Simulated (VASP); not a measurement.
# MgO (rocksalt type) (Fm-3m) in VASP: further runs, part 3 of 3

VASP 6.6.1. The steps go on from the part before.

## Step 4: Single point, PBE

Input file INCAR:

```
PREC = Accurate ; ENCUT = 520
EDIFF = 1E-6 ; ISMEAR = -1
SIGMA = 0.08 ; LREAL = F
LASPH = T ; NELM = 80
ALGO = Normal ; ISIF = 2
LWAVE = F ; LCHARG = F
GGA = PE ; NBANDS = 11
```

Input file KPOINTS:

```
regular mesh
0
Gamma
  17 17 17
```

Input file POSCAR:

```
MgO
1.0
    0.0000000000      1.9573187635      1.9573187635
    1.9573187635      0.0000000000      1.9573187635
    1.9573187635      1.9573187635      0.0000000000
Mg O
1 1
Direct
    0.0000000000      0.0000000000      0.0000000000
    0.5000000000      0.5000000000      0.5000000000
```

Potentials or basis: VASP PAW PBE potentials, release 64 (Mg, O).

Started as:

```console
cat potpaw_PBE.64/Mg/POTCAR potpaw_PBE.64/O/POTCAR > POTCAR
mpirun -np 1 vasp_std > vasp.out
```

OUTCAR:

```text
PREC = Accurate
   ENCUT = 520
   EDIFF = 1E-6
   ISMEAR = -1
   LREAL = F
   LASPH = T
   NELM = 80
   ISIF = 2
   GGA = PE

 ion  position               nearest neighbor table
   1  0.000  0.000  0.000-   2 1.96   2 1.96   2 1.96   2 1.96   2 1.96   2 1.96
   2  0.500  0.500  0.500-   1 1.96   1 1.96   1 1.96   1 1.96   1 1.96   1 1.96

  LATTYP: Found a face centered cubic cell.
 ALAT       =     3.9146375270

  Lattice vectors:

 A1 = (   0.0000000000,   1.9573187635,   1.9573187635)
[... 521 lines left out ...]

------------------------ aborting loop because EDIFF is reached ----------------------------------------

  FORCE on cell =-STRESS in cart. coord.  units (eV):
  Direction    XX          YY          ZZ          XY          YZ          ZX
  --------------------------------------------------------------------------------------
  -------------------------------------------------------------------------------------
  Total        5.7883911      5.7883911      5.7883911      0.0000000      0.0000000      0.0000000
  in kB      618.3776330    618.3776330    618.3776330      0.0000000      0.0000000      0.0000000
  external PRESSURE =     618.3776330 kB  Pullay stress =       0.0000000 kB

 VOLUME and BASIS-vectors are now :
 -----------------------------------------------------------------------------
  energy-cutoff  :      520.00
  volume of cell :       15.00
      direct lattice vectors                 reciprocal lattice vectors
     0.000000000  1.957318764  1.957318764    -0.255451493  0.255451493  0.255451493
     1.957318764  0.000000000  1.957318764     0.255451493 -0.255451493  0.255451493
     1.957318764  1.957318764  0.000000000     0.255451493  0.255451493 -0.255451493

 POSITION                                       TOTAL-FORCE (eV/Angst)
 -----------------------------------------------------------------------------------
      0.00000      0.00000      0.00000         0.000000      0.000000      0.000000
      1.95732      1.95732      1.95732        -0.000000     -0.000000     -0.000000
 -----------------------------------------------------------------------------------
    total drift:                               -0.000000     -0.000000      0.000000

  FREE ENERGIE OF THE ION-ELECTRON SYSTEM (eV)
  ---------------------------------------------------
  free  energy   TOTEN  =       -11.2572018035 eV

  energy  without entropy=      -11.2572018035  energy(sigma->0) =      -11.25720180
```

OSZICAR:

```text
N       E                     dE             d eps       ncg     rms          rms(c)
DAV:   1     0.126238539555E+02    0.12624E+02   -0.48789E+03  4310   0.662E+02
DAV:   2    -0.125455329810E+02   -0.25169E+02   -0.24643E+02  4225   0.142E+02
DAV:   3    -0.129546465073E+02   -0.40911E+00   -0.40893E+00  4342   0.150E+01
DAV:   4    -0.129554901807E+02   -0.84367E-03   -0.84366E-03  4077   0.768E-01
DAV:   5    -0.129554925248E+02   -0.23441E-05   -0.23442E-05  4224   0.387E-02    0.764E+00
DAV:   6    -0.112790418810E+02    0.16765E+01   -0.76618E+00  3741   0.166E+01    0.200E+00
DAV:   7    -0.112630032563E+02    0.16039E-01   -0.77729E-02  4218   0.224E+00    0.132E+00
DAV:   8    -0.112573245500E+02    0.56787E-02   -0.16007E-02  3867   0.146E+00    0.151E-01
DAV:   9    -0.112571723367E+02    0.15221E-03   -0.30539E-04  4311   0.114E-01    0.859E-02
DAV:  10    -0.112572030250E+02   -0.30688E-04   -0.28679E-04  3999   0.124E-01    0.155E-02
DAV:  11    -0.112572018912E+02    0.11339E-05   -0.11119E-05  4266   0.235E-02    0.161E-03
DAV:  12    -0.112572018035E+02    0.87656E-07   -0.16817E-07  2193   0.365E-03
   1 F= -.11257202E+02 E0= -.11257202E+02  d E =-.286617E-10
```

stdout:

```text
POSCAR found type information on POSCAR MgO
 POSCAR found :  2 types and       2 ions
 scaLAPACK will be used
 LDA part: xc-table for (Slater+PW92), standard interpolation
 POSCAR, INCAR and KPOINTS ok, starting setup
 FFT: planning ... GRIDC
 FFT: planning ... GRID_SOFT
 FFT: planning ... GRID
 WAVECAR not read
 entering main loop
```

Wall time 21 s (1 thread of Intel Xeon Platinum 8488C (Sapphire Rapids), shared host); peak memory 0.16 GiB.

What came out:

```
Free energy            : -11.2572 eV
Pressure               : 61.8 GPa
Band gap on the k mesh : 7.18 eV, direct
```

Levels at points of the mesh, in eV from the valence-band top:
```csv
k point,band 2,band 3,band 4,band 5,band 6,band 7
"(0.00, 0.00, 0.00)",0.00,0.00,0.00,7.18,17.02,17.02
```

A k mesh can miss the band edges. PBE gaps usually lie below the measured ones, often by a third to a half.

## Step 5: Single point, PBE

This run uses another cell than the first one, of 9.62 Å³/atom, 1.282 times its volume.

Input file INCAR:

```
  ALGO = Normal
  EDIFF = 1E-7
  ENCUT = 520
  GGA = PE
  ISIF = 2
  ISMEAR = -1
  LASPH = T
  LCHARG = T
  LELF = T
  LREAL = F
  LVHAR = T
  LWAVE = F
  NBANDS = 11
  NELM = 80
  PREC = Accurate
  SIGMA = 0.08
```

Input file KPOINTS:

```
k-points
0
Gamma
  16 16 16
```

Input file POSCAR:

```
MgO
1.0
    0.0000000000      2.1269431800      2.1269431800
    2.1269431800      0.0000000000      2.1269431800
    2.1269431800      2.1269431800      0.0000000000
Mg O
1 1
Direct
    0.0000000000      0.0000000000      0.0000000000
    0.5000000000      0.5000000000      0.5000000000
```

Potentials or basis: VASP PAW PBE potentials, release 64 (Mg, O).

Started as:

```console
cat potpaw_PBE.64/Mg/POTCAR potpaw_PBE.64/O/POTCAR > POTCAR
mpirun -np 1 vasp_std > vasp.out
```

OUTCAR:

```text
EDIFF = 1E-7
   ENCUT = 520
   GGA = PE
   ISIF = 2
   ISMEAR = -1
   LASPH = T
   LREAL = F
   NELM = 80
   PREC = Accurate

 ion  position               nearest neighbor table
   1  0.000  0.000  0.000-   2 2.13   2 2.13   2 2.13   2 2.13   2 2.13   2 2.13
   2  0.500  0.500  0.500-   1 2.13   1 2.13   1 2.13   1 2.13   1 2.13   1 2.13

  LATTYP: Found a face centered cubic cell.
 ALAT       =     4.2538863600

  Lattice vectors:

[... 511 lines left out ...]
      4       2.9245      2.00000
      5       8.0724      0.00000
      6      17.3148      0.00000
      7      18.8090      0.00000
      8      18.8561      0.00000
      9      22.9739      0.00000
     10      23.7824      0.00000
     11      24.1569      0.00000

 [... further k-points ...]
[... 5 lines left out ...]
  --------------------------------------------------------------------------------------
  -------------------------------------------------------------------------------------
  Total       -0.0890076     -0.0890076     -0.0890076     -0.0000000      0.0000000     -0.0000000
  in kB       -7.4103707     -7.4103707     -7.4103707     -0.0000000      0.0000000     -0.0000000
  external PRESSURE =      -7.4103707 kB  Pullay stress =       0.0000000 kB

 VOLUME and BASIS-vectors are now :
 -----------------------------------------------------------------------------
  energy-cutoff  :      520.00
  volume of cell :       19.24
      direct lattice vectors                 reciprocal lattice vectors
     0.000000000  2.126943180  2.126943180    -0.235079152  0.235079152  0.235079152
     2.126943180  0.000000000  2.126943180     0.235079152 -0.235079152  0.235079152
     2.126943180  2.126943180  0.000000000     0.235079152  0.235079152 -0.235079152

 POSITION                                       TOTAL-FORCE (eV/Angst)
 -----------------------------------------------------------------------------------
      0.00000      0.00000      0.00000         0.000000      0.000000      0.000000
      2.12694      2.12694      2.12694         0.000000     -0.000000     -0.000000
 -----------------------------------------------------------------------------------
    total drift:                               -0.000000     -0.000000      0.000000

  FREE ENERGIE OF THE ION-ELECTRON SYSTEM (eV)
  ---------------------------------------------------
  free  energy   TOTEN  =       -11.9116878320 eV

  energy  without entropy=      -11.9116878320  energy(sigma->0) =      -11.91168783
```

stdout:

```text
POSCAR found type information on POSCAR MgO
 POSCAR found :  2 types and       2 ions
 scaLAPACK will be used
 LDA part: xc-table for (Slater+PW92), standard interpolation
 POSCAR, INCAR and KPOINTS ok, starting setup
 FFT: planning ... GRIDC
 FFT: planning ... GRID_SOFT
 FFT: planning ... GRID
 WAVECAR not read
 entering main loop
```

Run time: 20 s. Hardware: 1 thread of Intel Xeon Platinum 8488C (Sapphire Rapids), shared host; peak memory 0.16 GiB.

What came out:

```yaml
Free_energy: -11.9117 eV
Pressure: -0.7 GPa
Band_gap_on_the_k_mesh: 4.44 eV, direct
```

## Step 6: Relaxation of cell and atoms, PBE, target pressure 62 GPa, at which the enthalpy is minimised

Input file INCAR:

```
SYSTEM = MgO
  PREC = Accurate
  ENCUT = 600
  EDIFF = 1E-6
  ISMEAR = -1
  SIGMA = 0.08
  LREAL = .False.
  LASPH = .True.
  NELM = 60
  ALGO = Normal
  ISIF = 3
  LWAVE = .False.
  LCHARG = .False.
  GGA = PE
  IBRION = 2
  NSW = 60
  EDIFFG = -0.005
  PSTRESS = 620.0
```

Input file KPOINTS:

```
Automatic mesh
0
Gamma
  17 17 17
  0 0 0
```

Input file POSCAR:

```
MgO
1.0
    0.0000000000      1.9578860966      1.9578860966
    1.9578860966      0.0000000000      1.9578860966
    1.9578860966      1.9578860966      0.0000000000
Mg O
1 1
Direct
    0.0000000000      0.0000000000      0.0000000000
    0.5000000000      0.5000000000      0.5000000000
```

Potentials or basis: VASP PAW PBE potentials, release 64 (Mg, O).

Started as:

```console
cat potpaw_PBE.64/Mg/POTCAR potpaw_PBE.64/O/POTCAR > POTCAR
mpirun -np 1 vasp_std > vasp.out
```

OUTCAR:

```text
SYSTEM = MgO
   PREC = Accurate
   ENCUT = 600
   EDIFF = 1E-6
   ISMEAR = -1
   LREAL = .False.
   LASPH = .True.
   NELM = 60
   ISIF = 3
   GGA = PE
   IBRION = 2
   NSW = 60
   EDIFFG = -0.005
   PSTRESS = 620.0

 ion  position               nearest neighbor table
   1  0.000  0.000  0.000-   2 1.96   2 1.96   2 1.96   2 1.96   2 1.96   2 1.96
   2  0.500  0.500  0.500-   1 1.96   1 1.96   1 1.96   1 1.96   1 1.96   1 1.96

  LATTYP: Found a face centered cubic cell.
 ALAT       =     3.9157721932

  Lattice vectors:

 A1 = (   0.0000000000,   1.9578860966,   1.9578860966)
 A2 = (   1.9578860966,   0.0000000000,   1.9578860966)
 A3 = (   1.9578860966,   1.9578860966,   0.0000000000)

Analysis of symmetry for initial positions (statically):
=====================================================================
 Subroutine PRICEL returns:
 Original cell was already a primitive cell.

[... 252 lines left out ...]
  free energy    TOTEN  =       -11.25340391 eV

  energy without entropy =      -11.25340391  energy(sigma->0) =      -11.25340391

 E-fermi :   6.6243     XC(G=0): -12.1751

 val. band max:        5.0611803879   @ k =   0.0000   0.0000   0.0000
 cond. band min:      12.2611206726   @ k =   0.0000   0.0000   0.0000
 fundamental gap:      7.1999402848
 Fermi energy:         6.6243439328

 k-point     1 :       0.0000    0.0000    0.0000
  band No.  band energies     occupation
      1     -13.4949      2.00000
      2       5.0612      2.00000
      3       5.0612      2.00000
      4       5.0612      2.00000
      5      12.2611      0.00000
      6      22.0907      0.00000
      7      22.0907      0.00000
      8      22.0907      0.00000
[... 243 lines left out ...]
 k-point    24 :      -0.1176    0.0588    0.0000
  band No.  band energies     occupation
      1     -13.1706      2.00000
      2       3.7231      2.00000
      3       4.7445      2.00000
      4       4.8932      2.00000
      5      13.4377      0.00000
      6      19.8802      0.00000
      7      22.7315      0.00000
      8      22.8599      0.00000

 [... further k-points ...]
[... 5 lines left out ...]
  --------------------------------------------------------------------------------------
  -------------------------------------------------------------------------------------
  Total        5.7968562      5.7968562      5.7968562     -0.0000000      0.0000000      0.0000000
  in kB      620.1661611    620.1661611    620.1661611     -0.0000000      0.0000000      0.0000000
  external PRESSURE =       0.1661611 kB  Pullay stress =     620.0000000 kB
[... 21 lines left out ...]
  energy  without entropy=      -11.2534039053  energy(sigma->0) =      -11.25340391

  enthalpy is  TOTEN    =        -5.4581008375 eV   P V=        5.7953030679

 reached required accuracy - stopping structural energy minimisation
```

Run time: 28 s. Hardware: 1 thread of AMD EPYC 9R45 (Zen 5), shared host; peak memory 0.14 GiB.

What came out:

| Quantity | Value |
| --- | --- |
| Free energy | -11.2534 eV |
| Relaxed volume | 7.49 Å³/atom |
| Relaxed cell | a = 2.767 Å, b = 2.767 Å, c = 2.767 Å, α = 60.00°, β = 60.00°, γ = 60.00° |
| Space group after relaxing (to 0.05 Å) | Fm-3m (No. 225) |
| Energy change on relaxing (the enthalpy is what falls) | +6.6 meV/atom |
| Ionic steps | 3 |
| Pressure after relaxing | 62.0 GPa |
| Band gap on the k mesh | 7.20 eV, direct |

The path:
```tsv
step	energy change (eV)	largest force (eV/Å)	pressure (GPa)	volume (Å³)
1	0.0000	0.0000	61.19	15.01
2	0.0321	0.0000	63.26	14.93
3	0.0132	0.0000	62.02	14.98
```

Final structure:
```
Mg O
1.0
     0.00000    1.95639    1.95639
     1.95639    0.00000    1.95639
     1.95639    1.95639    0.00000
Mg O
1 1
Direct
  0.00000 0.00000 0.00000
  0.50000 0.50000 0.50000
```

Caveat: the cell is relaxed towards a set pressure, so the enthalpy falls and the energy may rise. A k mesh can miss the band edges.

## Step 7: Overview

```tsv
task	cell	k mesh	cutoff (eV)	gap on the mesh (eV)	pressure (GPa)
single point	a = 2.769 Å, angles 60.0°, 2 atoms	17 × 17 × 17	520	7.17	61.5
single point	a = 2.768 Å, angles 60.0°, 2 atoms	17 × 17 × 17	520	7.18	61.8
single point	a = 3.008 Å, angles 60.0°, 2 atoms	16 × 16 × 16	520	4.44	-0.7
relaxation of cell and atoms	relaxed to 62 GPa from a = 2.769 Å, angles 60.0°, 2 atoms	17 × 17 × 17	600	7.20	62.0
```

Alike in all rows: level PBE; potentials or basis VASP PAW PBE potentials, release 64 (Mg, O); no spin polarisation; smearing fermi-dirac 0.08 eV.

Caveats: the cell is relaxed towards a set pressure, so the enthalpy falls and the energy may rise (some runs).

Total energies depend on the potentials used, so only differences within one code and one set of settings carry meaning.
